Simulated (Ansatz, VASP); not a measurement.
# Fe in VASP and in Ansatz

```
CELL_PARAMETERS angstrom
-1.44300 1.44300 1.44300
1.44300 -1.44300 1.44300
1.44300 1.44300 -1.44300
ATOMIC_POSITIONS crystal
Fe 0.00000 0.00000 0.00000
```

Alike in both runs: task relaxation of cell and atoms; functional PBE; k mesh 20 × 20 × 20; occupations gaussian, width 0.1 eV; collinear spin.

|  | VASP | Ansatz |
| --- | --- | --- |
| version | VASP 6.6.1 | Ansatz 0.2.0 |
| potentials or method | VASP PAW PBE potentials, release 64 (Fe), cutoff 600 eV | scalar-relativistic, plane waves, PAW |
| valence electrons in the cell | 8 | 16 |

VASP gave:

- gap on the k mesh at the Fermi level, each at its own relaxed structure (eV): none
- net moment per atom (μB): 2.19
- size of the moment on the site where the two differ most (μB): 2.19
- relaxed volume (Å³/atom): 11.35
- relaxed cell length with the largest relative difference (Å): 2.452

**Question.** Estimate Ansatz's values.

**Answer.** gap on the k mesh at the Fermi level, each at its own relaxed structure (eV): none; net moment per atom (μB): 2.17; size of the moment on the site where the two differ most (μB): 2.22; relaxed volume (Å³/atom): 11.35; relaxed cell length with the largest relative difference (Å): 2.452.

Site moments also hang on the region over which each program counts them. A gap of «none» marks a metal or a gap that the smearing closes. VASP's potentials hold 8 valence electrons a cell and Ansatz's 16, so a difference there can come from the potentials and not from the codes.
